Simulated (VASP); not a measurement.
GaN, 4 atoms in the cell. Symmetry: P6_3/mmc, No. 194, hexagonal system. Conventional cell: a = 3.025 Å, b = 3.025 Å, c = 5.132 Å, α = 90.00°, β = 90.00°, γ = 120.00°. Within 2.9 Å of Ga (site symmetry -3m) lie 6 N at 2.17 Å and 2 Ga at 2.57 Å. N (site symmetry -6m2) has 6 Ga at 2.17 Å within 2.9 Å. 

```yaml
Program: VASP 6.6.1
Task: single point
Functional: r2SCAN
Potentials_or_basis: VASP PAW PBE potentials, release 64 (Ga_d, N)
Cutoff: 520 eV
k_mesh: 9 × 9 × 4
Occupations: gaussian, width 0.01 eV
Spin: no spin polarisation
Dipole_correction: no
Further_INCAR_settings: ALGO = Normal; EDIFF = 1e-07; NBANDS = 26
```

Potentials or basis: VASP PAW PBE potentials, release 64 (Ga_d, N).

Command:

```bash
$ cat potpaw_PBE.64/Ga_d/POTCAR potpaw_PBE.64/N/POTCAR > POTCAR
$ cp INCAR.step1 INCAR
$ mpirun -np 1 vasp_std > vasp.out
$ cp INCAR.step2 INCAR
$ mpirun -np 1 vasp_std > vasp.out
```

Hardware: 1 thread of AMD EPYC 7R43 64-Core Processor (Zen 3), with other jobs on the host.

**Question.** How long does it take, and how much memory?

**Answer.** Wall time 2.8 min on 1 thread of AMD EPYC 7R43 64-Core Processor (Zen 3) (shared host), peak memory 0.15 GiB. Counts: k points 36.
